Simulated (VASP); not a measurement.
Here is a VASP 6.6.1 calculation.

The input INCAR:

```
PREC     = Accurate       # precision mode
ENCUT    = 520            # plane-wave cutoff, eV
EDIFF    = 1E-7           # SCF threshold, eV
ISMEAR   = 0              # smearing method
SIGMA    = 0.15           # smearing width, eV
LREAL    = False          # projectors in reciprocal space
LASPH    = True           # aspherical terms in the spheres
NELM     = 100            # most SCF steps
ALGO     = Fast           # electronic algorithm
ISIF     = 2              # what is computed and relaxed
LWAVE    = False          # write WAVECAR
LCHARG   = False          # write CHGCAR
GGA      = PS             # functional
NBANDS   = 14             # bands
```

The input KPOINTS:

```
Automatic mesh
0
Gamma
  14 14 14
```

POSCAR

```
TiAl
1.0
    2.9247348007      0.0000000000      0.0000000000
    0.0000000000      3.2719030624      0.0000000000
    0.0000000000      0.0000000000      3.1560751060
Ti Al
1 1
Direct
    0.0000000000      0.0000000000      0.0000000000
    0.5000000000      0.5000000000      0.5000000000
```

Potentials or basis: VASP PAW PBE potentials, release 64 (Ti_sv, Al).

Command:

```sh
$ cat potpaw_PBE.64/Ti_sv/POTCAR potpaw_PBE.64/Al/POTCAR > POTCAR
$ mpirun -np 1 vasp_std > vasp.out
```

(1) Predict the band gap on the k mesh.

(2) Estimate the pressure.

## Answers

(1) zero (an odd number of electrons rules out a gap without spin polarisation).

(2) 5.5 GPa.

Caveat: the cell differs from its parent crystal (normal strain along x -0.0733, normal strain along y +0.0367); the cell stands under pressure; the PAW data sets were made with another functional, which shifts forces and pressure a little.
